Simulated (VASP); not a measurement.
# Ca (Fm-3m) in VASP: further runs

Ca is run at these levels: HSE06; tasks: single point.

All numbers are computed with VASP 6.6.1; they aren't measurements. Logs are shortened: lines on timing, memory, paths and dates and some standing lists are left out, and cuts for length are marked.

**1. The cell of the first run**

The structure is cubic, space group Fm-3m (No. 225). The conventional cell has a = 5.538 Å, b = 5.538 Å, c = 5.538 Å, α = 90.00°, β = 90.00°, γ = 90.00°. Within 5.1 Å of Ca (site symmetry m-3m) lie 12 Ca at 3.92 Å.

**2. Single point, HSE06**

POSCAR

```
Ca
1.0
    0.0000000000      2.7691695026      2.7691695026
    2.7691695026      0.0000000000      2.7691695026
    2.7691695026      2.7691695026      0.0000000000
Ca
1
Direct
    0.0000000000      0.0000000000      0.0000000000
```

INCAR.step1

```
ALGO     = Normal         # electronic algorithm
EDIFF    = 1E-5           # SCF threshold, eV
ENCUT    = 520            # plane-wave cutoff, eV
GGA      = PE             # functional
ISIF     = 2              # what is computed and relaxed
ISMEAR   = -1             # smearing method
LASPH    = T              # aspherical terms in the spheres
LCHARG   = F              # write CHGCAR
LREAL    = F              # projectors in reciprocal space
LWAVE    = T              # write WAVECAR
NBANDS   = 11             # bands
NELM     = 60             # most SCF steps
PREC     = Accurate       # precision mode
SIGMA    = 0.1            # smearing width, eV
```

INCAR.step2

```
ALGO     = Normal         # electronic algorithm
EDIFF    = 1E-6           # SCF threshold, eV
ENCUT    = 520            # plane-wave cutoff, eV
GGA      = PE             # functional
HFSCREEN = 0.2079         # screening, 1/A
ISIF     = 2              # what is computed and relaxed
ISMEAR   = -1             # smearing method
ISTART   = 1            
LASPH    = T              # aspherical terms in the spheres
LCHARG   = F              # write CHGCAR
LHFCALC  = T              # exact exchange
LREAL    = F              # projectors in reciprocal space
LWAVE    = F              # write WAVECAR
NBANDS   = 11             # bands
NELM     = 60             # most SCF steps
PREC     = Accurate       # precision mode
PRECFOCK = Normal       
SIGMA    = 0.1            # smearing width, eV
```

KPOINTS

```
k-points
0
Gamma
  6 6 6
```

Potentials or basis: VASP PAW PBE potentials, release 64 (Ca_sv).

The run is started by

```
$ cat potpaw_PBE.64/Ca_sv/POTCAR > POTCAR
$ cp INCAR.step1 INCAR
$ mpirun -np 1 vasp_std > vasp.out
$ cp INCAR.step2 INCAR
$ mpirun -np 1 vasp_std > vasp.out
```

OUTCAR:

```text
EDIFF = 1E-6
   ENCUT = 520
   GGA = PE
   HFSCREEN = 0.2079
   ISIF = 2
   ISMEAR = -1
   ISTART = 1
   LASPH = T
   LHFCALC = T
   LREAL = F
   NELM = 60
   PREC = Accurate
   PRECFOCK = Normal

 ion  position               nearest neighbor table
   1  0.000  0.000  0.000-

  LATTYP: Found a face centered cubic cell.
 ALAT       =     5.5383390052

  Lattice vectors:

 A1 = (   0.0000000000,   2.7691695026,   2.7691695026)
 A2 = (   2.7691695026,   0.0000000000,   2.7691695026)
 A3 = (   2.7691695026,   2.7691695026,   0.0000000000)

Analysis of symmetry for initial positions (statically):
=====================================================================
 Subroutine PRICEL returns:
 Original cell was already a primitive cell.

 Routine SETGRP: Setting up the symmetry group for a
 face centered cubic supercell.

 Subroutine GETGRP returns: Found 48 space group operations
 (whereof 48 operations were pure point group operations)
 out of a pool of 48 trial point group operations.

The static configuration has the point symmetry O_h .

Analysis of symmetry for dynamics (positions and initial velocities):
=====================================================================
 Subroutine PRICEL returns:
 Original cell was already a primitive cell.

 Routine SETGRP: Setting up the symmetry group for a
 face centered cubic supercell.

 Subroutine GETGRP returns: Found 48 space group operations
 (whereof 48 operations were pure point group operations)
 out of a pool of 48 trial point group operations.

The dynamic configuration has the point symmetry O_h .

 Subroutine INISYM returns: Found 48 space group operations
 (whereof 48 operations are pure point group operations),
 and found     1 'primitive' translations

----------------------------------------------------------------------------------------

                                     Primitive cell

  volume of cell :      42.4696

  direct lattice vectors                    reciprocal lattice vectors
     0.000000000  2.769169503  2.769169503    -0.180559550  0.180559550  0.180559550
     2.769169503  0.000000000  2.769169503     0.180559550 -0.180559550  0.180559550
     2.769169503  2.769169503  0.000000000     0.180559550  0.180559550 -0.180559550

  length of vectors
     3.916197067  3.916197067  3.916197067     0.312738315  0.312738315  0.312738315
[... 82 lines left out ...]
   NUPDOWN=      -1.0000    fix difference up-down
   EMIN   =  10.00;   EMAX   =-10.00  energy-range for DOS
   EFERMI =   0.00;   METHOD = LEGACY
   ISMEAR =    -1;   SIGMA  =   0.10  broadening in eV -4-tet -1-fermi 0-gaus
   EFERMI_NEDOS =   21; number of points for ismear=-14 and -15
   IALGO  =     38    algorithm
   IMIX   =      1    mixing-type and parameters
     AMIX     =   0.40;   BMIX     =  1.00
     AMIX_MAG =   1.60;   BMIX_MAG =  1.00
  volume/ion in A,a.u.               =      42.47       286.60
  Fermi-wavevector in a.u.,A,eV,Ry     =   1.010917  1.910355 13.904504  1.021952
  Thomas-Fermi vector in A             =   2.143935
   LORBIT       =      0    0 simple, 1 ext, 2 COOP (PROOUT), +10 PAW based schemes
   GGA     = PE    functional components
   LHFCALC =     T    Hartree Fock is set to
   PRECFOCK=normal    Normal, Fast or Accurate (Low or Medium for compatibility)
   ENCUT4O =  -1.0   cutoff for four orbital integrals eV
   NKREDX  =     1    reduce k-point grid by
   NKREDY  =     1    reduce k-point grid by
   NKREDZ  =     1    reduce k-point grid by
   AEXX    =    0.2500 exact exchange contribution
   HFSCREEN=    0.2079 screening length (either q_TF or 0.3 A-1)
   HFSCREENC=   0.2079 screening length for correlation (either q_TF or 0.3 A-1)
   ENCUTFOCK=  -1.0 apply spherical cutoff to Coloumb kernel
   IVDW    =     0    specifies the selected vdW correction
   LEPSILON=     F    determine dielectric tensor
   LRPA    =     F    only Hartree local field effects (RPA)
 non-spin polarized calculation
  energy-cutoff  :      520.00
  volume of cell :       42.47
 maximum number of plane-waves:      1162
 NGX is ok and might be reduce to    30
  NGX = 24; NGY = 24; NGZ = 24

 number of electron      10.0000000 magnetization

 Free energy of the ion-electron system (eV)
  ---------------------------------------------------
  ext. energy  EPLUGINS =         0.00000000
  ---------------------------------------------------
  free energy    TOTEN  =        -1.82332071 eV

  energy without entropy =       -1.78076888  energy(sigma->0) =       -1.80204479

 E-fermi :   2.1131     XC(G=0):  -6.4977

 val. band max:        1.9981333751   @ k =  -0.3333   0.3333   0.1667
 cond. band min:       2.1140234410   @ k =  -0.3333   0.5000   0.1667
 fundamental gap:      0.1158900659
 Fermi energy:         2.1131200654

 k-point     1 :       0.0000    0.0000    0.0000
  band No.  band energies     occupation
      1     -43.6867      2.00000
      2     -23.1103      2.00000
      3     -23.1103      2.00000
      4     -23.1103      2.00000
      5      -2.8361      2.00000
      6       5.2231      0.00000
      7       5.2231      0.00000
      8       5.2231      0.00000
      9       6.4441      0.00000
     10       6.4441      0.00000
     11      11.6128      0.00000
[... 197 lines left out ...]
 k-point    16 :      -0.3333    0.5000    0.1667
  band No.  band energies     occupation
      1     -43.6687      2.00000
      2     -23.2217      2.00000
      3     -23.1812      2.00000
      4     -23.1630      2.00000
      5       2.1140      0.99548
      6       2.9774      0.00035
      7       3.0663      0.00014
      8       5.6203      0.00000
      9       7.4558      0.00000
     10       7.7872      0.00000
     11       8.0671      0.00000

------------------------ aborting loop because EDIFF is reached ----------------------------------------

  FORCE on cell =-STRESS in cart. coord.  units (eV):
  Direction    XX          YY          ZZ          XY          YZ          ZX
  --------------------------------------------------------------------------------------
  -------------------------------------------------------------------------------------
  Total        0.1248633      0.1248633      0.1248633      0.0000000      0.0000000      0.0000000
  in kB        4.7104957      4.7104957      4.7104957      0.0000000      0.0000000      0.0000000
  external PRESSURE =       4.7104957 kB  Pullay stress =       0.0000000 kB

 VOLUME and BASIS-vectors are now :
 -----------------------------------------------------------------------------
  energy-cutoff  :      520.00
  volume of cell :       42.47
      direct lattice vectors                 reciprocal lattice vectors
     0.000000000  2.769169503  2.769169503    -0.180559550  0.180559550  0.180559550
     2.769169503  0.000000000  2.769169503     0.180559550 -0.180559550  0.180559550
     2.769169503  2.769169503  0.000000000     0.180559550  0.180559550 -0.180559550

 POSITION                                       TOTAL-FORCE (eV/Angst)
 -----------------------------------------------------------------------------------
      0.00000      0.00000      0.00000        -0.000000      0.000000     -0.000000
 -----------------------------------------------------------------------------------
    total drift:                                0.000010      0.000010      0.000010

  FREE ENERGIE OF THE ION-ELECTRON SYSTEM (eV)
  ---------------------------------------------------
  free  energy   TOTEN  =        -1.8233207076 eV

  energy  without entropy=       -1.7807688819  energy(sigma->0) =       -1.80204479
```

Wall time 21 min (1 thread of Intel Xeon Platinum 8259CL at 2.50GHz (Skylake/Cascade Lake), shared host); peak memory 0.28 GiB.

Results:

* Free energy: -1.8233 eV
* Pressure: 0.5 GPa
* Band gap on the k mesh: zero (bands 5 and 6 overlap by 0.51 eV)

Levels at points of the mesh, in eV from the Fermi level:
| k point | band 1 | band 2 | band 3 | band 4 | band 5 | band 6 | band 7 | band 8 | band 9 | band 10 |
| --- | --- | --- | --- | --- | --- | --- | --- | --- | --- | --- |
| (0.00, 0.00, 0.00) | -45.80 | -25.22 | -25.22 | -25.22 | -4.95 | 3.11 | 3.11 | 3.11 | 4.33 | 4.33 |
| (0.50, 0.00, 0.00) | -45.79 | -25.37 | -25.24 | -25.24 | -1.08 | -0.51 | 2.94 | 2.94 | 5.12 | 5.12 |
| (0.50, 0.50, 0.00) | -45.78 | -25.36 | -25.27 | -25.27 | -0.51 | 0.87 | 1.05 | 5.11 | 5.34 | 5.34 |

Caveat: the PAW data sets were made with another functional, which shifts forces and pressure a little.

**3. Single point, HSE06**

POSCAR is that of step 2.

INCAR.step1

```
SYSTEM = Ca
PREC = Accurate
ENCUT = 520
EDIFF = 1E-5
ISMEAR = -1
SIGMA = 0.1
LREAL = .False.
LASPH = .True.
NELM = 60
ALGO = Normal
ISIF = 2
LWAVE = .True.
LCHARG = .False.
GGA = PE
NBANDS = 11
```

INCAR.step2

```
SYSTEM = Ca
PREC = Accurate
ENCUT = 520
EDIFF = 1E-6
ISMEAR = -1
SIGMA = 0.1
LREAL = .False.
LASPH = .True.
NELM = 60
ALGO = Normal
ISIF = 2
LWAVE = .False.
LCHARG = .False.
GGA = PE
LHFCALC = .True.
HFSCREEN = 0.2079
PRECFOCK = Normal
ISTART = 1
NBANDS = 11
```

KPOINTS

```
Automatic mesh
0
Gamma
  6 6 6
  0 0 0
```

Potentials or basis: VASP PAW PBE potentials, release 64 (Ca_sv).

The run is started by

```
$ cat potpaw_PBE.64/Ca_sv/POTCAR > POTCAR
$ cp INCAR.step1 INCAR
$ mpirun -np 1 vasp_std > vasp.out
$ cp INCAR.step2 INCAR
$ mpirun -np 1 vasp_std > vasp.out
```

Wall time 22 min (1 thread of Intel Xeon Platinum 8259CL at 2.50GHz (Skylake/Cascade Lake), shared host); peak memory 0.29 GiB.

It converged, with:

* Free energy: -1.8233 eV
* Pressure: 0.5 GPa
* Band gap on the k mesh: zero (bands 5 and 6 overlap by 0.51 eV)

Levels at points of the mesh, in eV from the Fermi level:
```
           k point  band 3  band 4  band 5  band 6  band 7  band 8
(0.00, 0.00, 0.00)  -25.22  -25.22   -4.95    3.11    3.11    3.11
(0.50, 0.00, 0.00)  -25.24  -25.24   -1.08   -0.51    2.94    2.94
(0.50, 0.50, 0.00)  -25.27  -25.27   -0.51    0.87    1.05    5.11
```

Caveat: the PAW data sets were made with another functional, which shifts forces and pressure a little.

The gap in the log of VASP goes by the Fermi energy; the results here count the filled bands.